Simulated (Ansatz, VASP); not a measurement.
**AlB2P3 in VASP and in Ansatz**

```
Al B P
1.0
     4.58053    0.00000    0.00000
     0.00000    4.58053    0.00000
     0.00000    0.00000    4.50336
Al B P
1 2 3
Direct
  0.50000 0.50000 0.00000
  0.00000 0.50000 0.00000
  0.50000 0.00000 0.00000
  0.00000 0.50000 0.50000
  0.50000 0.00000 0.50000
  0.50000 0.50000 0.50000
```

Alike in both runs: functional PBE; k mesh 4 × 4 × 4; occupations gaussian, width 0.1 eV; no spin polarisation.

Ansatz relaxed the structure, and its values are those at the end. VASP's run is a single point on that final structure, the one shown.

|  | VASP | Ansatz |
| --- | --- | --- |
| version | VASP 6.6.1 | Ansatz 0.2.0 |
| potentials or method | VASP PAW PBE potentials, release 64 (Al, B, P), cutoff 520 eV | scalar-relativistic, plane waves, PAW |
| valence electrons in the cell | 24 | 24 |

|  | VASP | Ansatz | Ansatz less VASP |
| --- | --- | --- | --- |
| gap on the k mesh at the Fermi level (eV) | none | none | - |
| pressure (GPa) | -0.2 | 0.0 | +0.16 |

A gap of «none» marks a metal or a gap that the smearing closes.
